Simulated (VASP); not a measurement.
# HgTe (Pm-3m) in VASP: notebook, part 2 of 2

VASP 6.6.1. Earlier steps stand in the parts before.

## Step 4: Single point, r2SCAN

Input file POSCAR:

```
HgTe
1.0
    3.7903382814      0.0000000000      0.0000000000
    0.0000000000      3.7903382814      0.0000000000
    0.0000000000      0.0000000000      3.7903382814
Hg Te
1 1
Direct
    0.0000000000      0.0000000000      0.0000000000
    0.5000000000      0.5000000000      0.5000000000
```

Input file INCAR.step1:

```
PREC = Accurate
ENCUT = 520
ISMEAR = 1
SIGMA = 0.2
LREAL = F
LASPH = T
NELM = 100
NBANDS = 16
GGA = PE
ALGO = Normal
EDIFF = 1E-4
LWAVE = T
LCHARG = F
```

Input file INCAR.step2:

```
PREC = Accurate
ENCUT = 520
EDIFF = 1E-6
ISMEAR = 1
SIGMA = 0.2
LREAL = F
LASPH = T
NELM = 100
ALGO = Normal
ISIF = 2
LWAVE = F
LCHARG = F
METAGGA = R2SCAN
LMIXTAU = T
NBANDS = 16
ISTART = 1
```

Input file KPOINTS:

```
regular mesh
0
Gamma
  4 4 4
```

Potentials or basis: VASP PAW PBE potentials, release 64 (Hg, Te).

Started as:

```console
cat potpaw_PBE.64/Hg/POTCAR potpaw_PBE.64/Te/POTCAR > POTCAR
cp INCAR.step1 INCAR
mpirun -np 1 vasp_std > vasp.out
cp INCAR.step2 INCAR
mpirun -np 1 vasp_std > vasp.out
```

OUTCAR:

```text
PREC = Accurate
   ENCUT = 520
   EDIFF = 1E-6
   ISMEAR = 1
   LREAL = F
   LASPH = T
   NELM = 100
   ISIF = 2
   METAGGA = R2SCAN
   ISTART = 1

 ion  position               nearest neighbor table
   1  0.000  0.000  0.000-   2 3.28   2 3.28   2 3.28   2 3.28   2 3.28   2 3.28   2 3.28   2 3.28

   2  0.500  0.500  0.500-   1 3.28   1 3.28   1 3.28   1 3.28   1 3.28   1 3.28   1 3.28   1 3.28

  LATTYP: Found a simple cubic cell.
 ALAT       =     3.7903382814

  Lattice vectors:

 A1 = (   3.7903382814,   0.0000000000,   0.0000000000)
 A2 = (   0.0000000000,   3.7903382814,   0.0000000000)
 A3 = (   0.0000000000,   0.0000000000,   3.7903382814)

Analysis of symmetry for initial positions (statically):
=====================================================================
 Subroutine PRICEL returns:
 Original cell was already a primitive cell.

 Routine SETGRP: Setting up the symmetry group for a
 simple cubic supercell.

 Subroutine GETGRP returns: Found 48 space group operations
[... 9 lines left out ...]

 Routine SETGRP: Setting up the symmetry group for a
 simple cubic supercell.

 Subroutine GETGRP returns: Found 48 space group operations
[... 11 lines left out ...]
                                     Primitive cell

  volume of cell :      54.4545

  direct lattice vectors                    reciprocal lattice vectors
     3.790338281  0.000000000  0.000000000     0.263828694  0.000000000  0.000000000
     0.000000000  3.790338281  0.000000000     0.000000000  0.263828694  0.000000000
     0.000000000  0.000000000  3.790338281     0.000000000  0.000000000  0.263828694

  length of vectors
     3.790338281  3.790338281  3.790338281     0.263828694  0.263828694  0.263828694

  position of ions in fractional coordinates (direct lattice)
     0.000000000  0.000000000  0.000000000
     0.500000000  0.500000000  0.500000000

  ion indices of the primitive-cell ions
   primitive index   ion index
                 1           1
                 2           2
[... 72 lines left out ...]
   ISMEAR =     1;   SIGMA  =   0.20  broadening in eV -4-tet -1-fermi 0-gaus
   EFERMI_NEDOS =   21; number of points for ismear=-14 and -15
   IALGO  =     38    algorithm
   IMIX   =      4    mixing-type and parameters
     AMIX     =   0.40;   BMIX     =  1.00
     AMIX_MAG =   1.60;   BMIX_MAG =  1.00
  volume/ion in A,a.u.               =      27.23       183.74
  Fermi-wavevector in a.u.,A,eV,Ry     =   1.131934  2.139045 17.432793  1.281274
  Thomas-Fermi vector in A             =   2.268634
   LORBIT       =      0    0 simple, 1 ext, 2 COOP (PROOUT), +10 PAW based schemes
   METAGGA = R2SCAN    functional components
   LHFCALC =     F    Hartree Fock is set to
   AEXX    =    0.0000 exact exchange contribution
   IVDW    =     0    specifies the selected vdW correction
   LEPSILON=     F    determine dielectric tensor
   LRPA    =     F    only Hartree local field effects (RPA)
 non-spin polarized calculation
 Methfessel and Paxton  Order N= 1 SIGMA  =   0.20
  energy-cutoff  :      520.00
  volume of cell :       54.45
 maximum number of plane-waves:      1492
   NGX = 15   NGY = 15   NGZ = 15

 number of electron      18.0000002 magnetization

 Free energy of the ion-electron system (eV)
  ---------------------------------------------------
  ext. energy  EPLUGINS =         0.00000000
  ---------------------------------------------------
  free energy    TOTEN  =       -74.17494566 eV

  energy without entropy =      -74.16929459  energy(sigma->0) =      -74.17306197

 E-fermi :   4.6475     XC(G=0): -10.7270

 val. band max:        4.6129803348   @ k =   0.5000   0.2500   0.0000
 cond. band min:       4.7465049636   @ k =   0.2500   0.2500   0.0000
 fundamental gap:      0.1335246288
 Fermi energy:         4.6474844856

 k-point     1 :       0.0000    0.0000    0.0000
  band No.  band energies     occupation
      1      -8.0821      2.00000
      2      -2.1218      2.00000
      3      -2.1218      2.00000
      4      -1.6574      2.00000
      5      -1.6574      2.00000
      6      -1.6574      2.00000
[... 167 lines left out ...]
      3      -2.5145      2.00000
      4      -2.5145      2.00000
      5      -1.4189      2.00000
      6      -1.4189      2.00000
[... 8 lines left out ...]
     15      21.8981      0.00000
     16      22.2064      0.00000

------------------------ aborting loop because EDIFF is reached ----------------------------------------

  FORCE on cell =-STRESS in cart. coord.  units (eV):
  Direction    XX          YY          ZZ          XY          YZ          ZX
  --------------------------------------------------------------------------------------
  -------------------------------------------------------------------------------------
  Total        0.1153182      0.1153182      0.1153182     -0.0000000     -0.0000000      0.0000000
  in kB        3.3929261      3.3929261      3.3929261     -0.0000000     -0.0000000      0.0000000
  external PRESSURE =       3.3929261 kB  Pullay stress =       0.0000000 kB

 VOLUME and BASIS-vectors are now :
 -----------------------------------------------------------------------------
  energy-cutoff  :      520.00
  volume of cell :       54.45
      direct lattice vectors                 reciprocal lattice vectors
     3.790338281  0.000000000  0.000000000     0.263828694  0.000000000  0.000000000
     0.000000000  3.790338281  0.000000000     0.000000000  0.263828694  0.000000000
     0.000000000  0.000000000  3.790338281     0.000000000  0.000000000  0.263828694

 POSITION                                       TOTAL-FORCE (eV/Angst)
 -----------------------------------------------------------------------------------
      0.00000      0.00000      0.00000         0.000000      0.000000      0.000000
      1.89517      1.89517      1.89517         0.000000      0.000000      0.000000
 -----------------------------------------------------------------------------------
    total drift:                               -0.000000      0.000000     -0.000000

  FREE ENERGIE OF THE ION-ELECTRON SYSTEM (eV)
  ---------------------------------------------------
  free  energy   TOTEN  =       -74.1749456569 eV

  energy  without entropy=      -74.1692945929  energy(sigma->0) =      -74.17306197
```

OUTCAR.step1:

```text
PREC = Accurate
   ENCUT = 520
   ISMEAR = 1
   LREAL = F
   LASPH = T
[... 394 lines left out ...]
 -----------------------------------------------------------------------------------
      0.00000      0.00000      0.00000         0.000000      0.000000      0.000000
      1.89517      1.89517      1.89517         0.000000      0.000000      0.000000
 -----------------------------------------------------------------------------------
    total drift:                               -0.000000      0.000000     -0.000000

  FREE ENERGIE OF THE ION-ELECTRON SYSTEM (eV)
  ---------------------------------------------------
  free  energy   TOTEN  =        -2.7955180841 eV

  energy  without entropy=       -2.7978497104  energy(sigma->0) =       -2.79629529
```

Wall time 16 s (1 thread of Intel Xeon 6975P-C (Granite Rapids), shared host); peak memory 0.16 GiB.

Results:

- Free energy: -74.1749 eV
- Pressure: 0.3 GPa
- Band gap on the k mesh: zero (band 9 reaches 5.23 eV, above the bottom of band 10 at 3.65 eV)

Caveat: the k points lie up to 0.41 Å⁻¹ apart; the PAW data sets were made with another functional, which shifts forces and pressure a little; spin-orbit coupling is left out, which moves the levels of the heavy elements.

## Step 5: The runs side by side

```tsv
smearing	gap on the mesh (eV)	pressure (GPa)
fermi-dirac 0.02 eV	none	0.2
methfessel-paxton 0.5 eV	none	0.3
methfessel-paxton 0.2 eV	none	0.3
```

Alike in all rows: task single point; level r2SCAN; potentials or basis VASP PAW PBE potentials, release 64 (Hg, Te); no spin polarisation; cell as given; k mesh 4 × 4 × 4; cutoff (eV) 520.

Caveats: all runs use coarse meshes; the PAW data sets were made with another functional, which shifts forces and pressure a little; spin-orbit coupling is left out, which moves the levels of the heavy elements.

Total energies depend on the potentials used, so only differences within one code and one set of settings carry meaning.
